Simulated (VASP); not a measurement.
# Sb (I4/mmm) in VASP: notebook, part 2 of 2

VASP 6.6.1. The steps go on from the part before.

## (3) Single point, LDA

This run uses another cell than the first one, of the same volume but with other edges.

Contents of INCAR:

```
ALGO = Normal
EDIFF = 1E-6
ENCUT = 520
GGA = CA
ISIF = 2
ISMEAR = 0
LASPH = True
LCHARG = False
LREAL = False
LWAVE = False
NBANDS = 8
NELM = 80
PREC = Accurate
SIGMA = 0.15
```

Contents of KPOINTS:

```
k-points
0
Gamma
  20 20 20
```

Contents of POSCAR:

```
Sb
1.0
    0.0000000000      2.5759915851      2.0092734364
    2.5759915851      0.0000000000      2.0092734364
    2.5759915851      2.5759915851      0.0000000000
Sb
1
Direct
    0.0000000000      0.0000000000      0.0000000000
```

Potentials or basis: VASP PAW LDA potentials, release 64 (Sb).

Run with:

```sh
cat potpaw_LDA.64/Sb/POTCAR > POTCAR
mpirun -np 1 vasp_std > vasp.out
```

OUTCAR:

```text
EDIFF = 1E-6
   ENCUT = 520
   GGA = CA
   ISIF = 2
   ISMEAR = 0
   LASPH = True
   LREAL = False
   NELM = 80
   PREC = Accurate

 ion  position               nearest neighbor table
   1  0.000  0.000  0.000-

  LATTYP: Found a body centered tetragonal cell.
 ALAT       =     3.6430022362
 C/A-ratio  =     1.1030865787

  Lattice vectors:

 A1 = (   0.0000000000,  -2.5759915851,  -2.0092734364)
 A2 = (   0.0000000000,   2.5759915851,  -2.0092734364)
 A3 = (   2.5759915851,   0.0000000000,   2.0092734364)

Analysis of symmetry for initial positions (statically):
=====================================================================
 Subroutine PRICEL returns:
 Original cell was already a primitive cell.

 Routine SETGRP: Setting up the symmetry group for a
 body centered tetragonal supercell.

 Subroutine GETGRP returns: Found 16 space group operations
 (whereof 16 operations were pure point group operations)
 out of a pool of 16 trial point group operations.

The static configuration has the point symmetry D_4h.

Analysis of symmetry for dynamics (positions and initial velocities):
[... 154 lines left out ...]

  energy without entropy =       -4.59502046  energy(sigma->0) =       -4.59865188

 E-fermi :   8.4685     XC(G=0): -10.4118

 val. band max:        8.4613414694   @ k =  -0.2000   0.2000   0.0500
 cond. band min:       8.4710916762   @ k =  -0.3500   0.2500   0.0500
 fundamental gap:      0.0097502068
 Fermi energy:         8.4684753226

 k-point     1 :       0.0000    0.0000    0.0000
  band No.  band energies     occupation
      1      -4.4769      2.00000
      2      13.7382      0.00000
      3      13.9756      0.00000
      4      13.9756      0.00000
      5      18.4133      0.00000
      6      18.4133      0.00000
      7      19.6086      0.00000
      8      19.7885      0.00000
[... 243 lines left out ...]
 k-point    24 :      -0.3500    0.0500    0.0000
  band No.  band energies     occupation
      1      -1.9492      2.00000
      2       5.0919      2.00000
      3      10.9559      0.00000
      4      12.5544      0.00000
      5      15.8495      0.00000
      6      16.3527      0.00000
      7      18.2573      0.00000
      8      22.8452      0.00000

 [... further k-points ...]
[... 5 lines left out ...]
  --------------------------------------------------------------------------------------
  -------------------------------------------------------------------------------------
  Total       -0.2740300     -0.2740300     -0.7787607      0.0000000      0.0000000     -0.0000000
  in kB      -16.4645861    -16.4645861    -46.7903936      0.0000000      0.0000000     -0.0000000
  external PRESSURE =     -26.5731886 kB  Pullay stress =       0.0000000 kB

 VOLUME and BASIS-vectors are now :
 -----------------------------------------------------------------------------
  energy-cutoff  :      520.00
  volume of cell :       26.67
      direct lattice vectors                 reciprocal lattice vectors
     0.000000000  2.575991585  2.009273436    -0.194100013  0.194100013  0.248846170
     2.575991585  0.000000000  2.009273436     0.194100013 -0.194100013  0.248846170
     2.575991585  2.575991585  0.000000000     0.194100013  0.194100013 -0.248846170

 POSITION                                       TOTAL-FORCE (eV/Angst)
 -----------------------------------------------------------------------------------
      0.00000      0.00000      0.00000         0.000000     -0.000000      0.000000
 -----------------------------------------------------------------------------------
    total drift:                                0.000000      0.000000     -0.000000

  FREE ENERGIE OF THE ION-ELECTRON SYSTEM (eV)
  ---------------------------------------------------
  free  energy   TOTEN  =        -4.6022832969 eV

  energy  without entropy=       -4.5950204606  energy(sigma->0) =       -4.59865188
```

OSZICAR:

```text
N       E                     dE             d eps       ncg     rms          rms(c)
DAV:   1     0.450039380575E+01    0.45004E+01   -0.16606E+03 10352   0.410E+02
DAV:   2    -0.450080160655E+01   -0.90012E+01   -0.86708E+01 14488   0.531E+01
DAV:   3    -0.460884196175E+01   -0.10804E+00   -0.10739E+00 12280   0.642E+00
DAV:   4    -0.460917120894E+01   -0.32925E-03   -0.32924E-03 15592   0.440E-01
DAV:   5    -0.460917180698E+01   -0.59804E-06   -0.59860E-06 13024   0.128E-02    0.185E+00
DAV:   6    -0.460467811791E+01    0.44937E-02   -0.20891E-03 12456   0.201E-01    0.106E+00
DAV:   7    -0.460229267617E+01    0.23854E-02   -0.39338E-03 12600   0.276E-01    0.386E-02
DAV:   8    -0.460228321659E+01    0.94596E-05   -0.43665E-05 12656   0.514E-02    0.589E-03
DAV:   9    -0.460228329687E+01   -0.80278E-07   -0.30358E-07 15744   0.472E-03
   1 F= -.46022833E+01 E0= -.45986519E+01  d E =-.726284E-02
```

Run time: 38 s. Hardware: 1 thread of Intel Xeon Platinum 8488C (Sapphire Rapids), shared host; peak memory 0.25 GiB.

What came out:

```
Free energy : -4.6023 eV
Pressure    : -2.7 GPa
```

Caveat: spin-orbit coupling is left out, which moves the levels of the heavy elements.

## (4) Single point, LDA

This run uses another cell than the first one, of the same volume but with other edges.

Contents of INCAR:

```
PREC = Accurate ; ENCUT = 520
EDIFF = 1E-6 ; ISMEAR = 0
SIGMA = 0.15 ; LREAL = F
LASPH = T ; NELM = 100
ALGO = Normal ; ISIF = 2
LWAVE = F ; LCHARG = T
LELF = T ; LVHAR = T
NBANDS = 8
```

Contents of KPOINTS:

```
regular mesh
0
Gamma
  20 20 20
```

Contents of POSCAR:

```
Sb
1.0
    0.0000000000      2.1726754484      2.8244780829
    2.1726754484      0.0000000000      2.8244780829
    2.1726754484      2.1726754484      0.0000000000
Sb
1
Direct
    0.0000000000      0.0000000000      0.0000000000
```

Run with:

```sh
cat potpaw_LDA.64/Sb/POTCAR > POTCAR
mpirun -np 1 vasp_std > vasp.out
```

Wall time 66 s (1 thread of Intel Xeon Platinum 8488C (Sapphire Rapids), shared host); peak memory 0.25 GiB.

Results (log left out):

* Free energy: -4.5426 eV
* Pressure: -0.5 GPa

Stress tensor (GPa, compression positive):
```
 0.04  0.00  0.00
 0.00  0.04  0.00
 0.00  0.00 -1.66
```

Levels at points of the mesh, in eV from the Fermi level:
```csv
k point,band 1,band 2,band 3,band 4,band 5,band 6,band 7,band 8
"(0.00, 0.00, 0.00)",-13.09,3.90,5.55,5.55,9.12,9.16,10.96,10.96
"(0.50, 0.00, 0.00)",-9.17,-5.86,1.16,5.48,6.05,10.62,11.02,11.10
"(0.50, 0.50, 0.00)",-9.94,-5.86,2.73,2.73,6.35,6.87,16.81,16.81
"(0.50, 0.00, 0.50)",-6.35,-4.27,-1.45,0.78,3.34,4.46,14.16,14.73
```

Caveat: spin-orbit coupling is left out, which moves the levels of the heavy elements.

## (5) Single point, LDA

This run uses another cell than the first one, of the same volume but with other edges.

Contents of INCAR:

```
ALGO = Normal
EDIFF = 1E-6
ENCUT = 520
GGA = CA
ISIF = 2
ISMEAR = 0
LASPH = T
LCHARG = T
LELF = T
LREAL = F
LVHAR = T
LWAVE = F
NBANDS = 8
NELM = 60
PREC = Accurate
SIGMA = 0.15
```

Contents of KPOINTS:

```
k-points
0
Gamma
  20 20 20
```

Contents of POSCAR:

```
Sb
1.0
    0.0000000000      2.4380729633      2.2430271262
    2.4380729633      0.0000000000      2.2430271262
    2.4380729633      2.4380729633      0.0000000000
Sb
1
Direct
    0.0000000000      0.0000000000      0.0000000000
```

Run with:

```sh
cat potpaw_LDA.64/Sb/POTCAR > POTCAR
mpirun -np 1 vasp_std > vasp.out
```

It took 71 s on 1 thread of Intel Xeon Platinum 8488C (Sapphire Rapids), shared host; peak memory 0.25 GiB.

Results (log left out):

* Free energy: -4.5397 eV
* Pressure: -2.3 GPa

Stress tensor (GPa, compression positive):
```
-1.54  0.00  0.00
 0.00 -1.54  0.00
 0.00  0.00 -3.84
```

Levels at points of the mesh, in eV from the Fermi level:
```
           k point  band 1  band 2  band 3  band 4  band 5
(0.00, 0.00, 0.00)  -12.99    5.26    5.36    5.36    9.71
(0.50, 0.00, 0.00)   -9.21   -5.82    3.01    4.14    7.81
(0.50, 0.50, 0.00)   -6.91   -4.44   -0.29   -0.29    3.55
(0.50, 0.00, 0.50)   -7.94   -5.14    0.46    1.08    4.60
```

Caveat: spin-orbit coupling is left out, which moves the levels of the heavy elements.

## (6) Single point, LDA

This run uses another cell than the first one, of the same volume but with other edges.

Contents of INCAR:

```
PREC = Accurate ; ENCUT = 520
EDIFF = 1E-6 ; ISMEAR = 0
SIGMA = 0.15 ; LREAL = F
LASPH = T ; NELM = 100
ALGO = Normal ; ISIF = 2
LWAVE = F ; LCHARG = F
GGA = CA ; NBANDS = 8
```

Contents of KPOINTS:

```
Automatic mesh
0
Gamma
  20 20 20
```

Contents of POSCAR:

```
Sb
1.0
    0.0000000000      2.2970921227      2.5268013349
    2.2970921227      0.0000000000      2.5268013349
    2.2970921227      2.2970921227      0.0000000000
Sb
1
Direct
    0.0000000000      0.0000000000      0.0000000000
```

Potentials or basis: VASP PAW LDA potentials, release 64 (Sb).

Run with:

```sh
cat potpaw_LDA.64/Sb/POTCAR > POTCAR
mpirun -np 1 vasp_std > vasp.out
```

Wall time 61 s (1 thread of Intel Xeon Platinum 8488C (Sapphire Rapids), shared host); peak memory 0.25 GiB.

The run converged. Its results:

* Free energy: -4.5380 eV
* Pressure: -2.1 GPa

Stress tensor (GPa, compression positive):
```
-2.56  0.00  0.00
 0.00 -2.56  0.00
 0.00  0.00 -1.31
```

Levels at points of the mesh, in eV from the Fermi level:
| k point | band 1 | band 2 | band 3 | band 4 | band 5 |
| --- | --- | --- | --- | --- | --- |
| (0.00, 0.00, 0.00) | -13.02 | 5.20 | 5.32 | 5.32 | 9.45 |
| (0.50, 0.00, 0.00) | -9.23 | -5.85 | 2.74 | 4.41 | 7.30 |
| (0.50, 0.50, 0.00) | -8.45 | -5.39 | 1.18 | 1.18 | 5.08 |
| (0.50, 0.00, 0.50) | -7.19 | -4.70 | -0.37 | 0.39 | 3.81 |

Caveat: spin-orbit coupling is left out, which moves the levels of the heavy elements.

## (7) Summary

```tsv
cell	gap on the mesh (eV)	pressure (GPa)
a = 3.659, b = 3.659, c = 2.988 Å, angles 65.9, 65.9, 48.2°, 1 atom	none	1.2
a = 3.267, b = 3.267, c = 3.643 Å, angles 56.1, 56.1, 67.8°, 1 atom	none	-2.7
a = 3.563, b = 3.563, c = 3.073 Å, angles 64.5, 64.5, 51.1°, 1 atom	none	-0.5
a = 3.313, b = 3.313, c = 3.448 Å, angles 58.6, 58.6, 62.7°, 1 atom	none	-2.3
a = 3.415, b = 3.415, c = 3.249 Å, angles 61.6, 61.6, 56.8°, 1 atom	none	-2.1
```

Alike in all rows: task single point; level LDA; potentials or basis VASP PAW LDA potentials, release 64 (Sb); no spin polarisation; k mesh 20 × 20 × 20; cutoff (eV) 520; smearing gaussian 0.15 eV.

Caveats: spin-orbit coupling is left out, which moves the levels of the heavy elements.

Absolute energies hang on the potentials; compare differences alone.
